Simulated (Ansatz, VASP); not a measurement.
## CdIrS3 in VASP and in Ansatz

```
Cd Ir S
1.0
     4.51339    0.00000    0.00000
     0.00000    4.51339    0.00000
     0.00000    0.00000    4.51339
Cd Ir S
1 1 3
Cartesian
  0.0000 0.0000 0.0000
  2.2567 2.2567 2.2567
  2.2567 2.2567 0.0000
  0.0000 2.2567 2.2567
  2.2567 0.0000 2.2567
```

Change from the starting cell: species swapped into the ZnAgF3 type (Pm-3m, No. 221).

Alike in both runs: task single point; functional PBE; k mesh 4 × 4 × 4; occupations gaussian, width 0.1 eV; collinear spin.

```csv
,VASP,Ansatz
version,VASP 6.6.1,Ansatz 0.2.0
potentials or method,"VASP PAW PBE potentials, release 64 (Cd, Ir, S), cutoff 520 eV","scalar-relativistic, plane waves, PAW"
valence electrons in the cell,39,55
```

```csv
,VASP,Ansatz,Ansatz less VASP
gap on the k mesh at the Fermi level (eV),none,none,-
pressure (GPa),15.4,14.8,-0.60
net moment per atom (μB),0.02,0.00,-0.016
size of the moment on the site where the two differ most (μB),0.06,0.01,-0.050
```

Site moments also hang on the region over which each program counts them. A gap of «none» marks a metal or a gap that the smearing closes. With one functional, cell and mesh, what is left measures potentials, basis and numerics. VASP's potentials hold 39 valence electrons a cell and Ansatz's 55, so a difference there can come from the potentials and not from the codes. Ansatz's warnings: seeded moment not kept.

Neither program's run includes spin-orbit coupling.
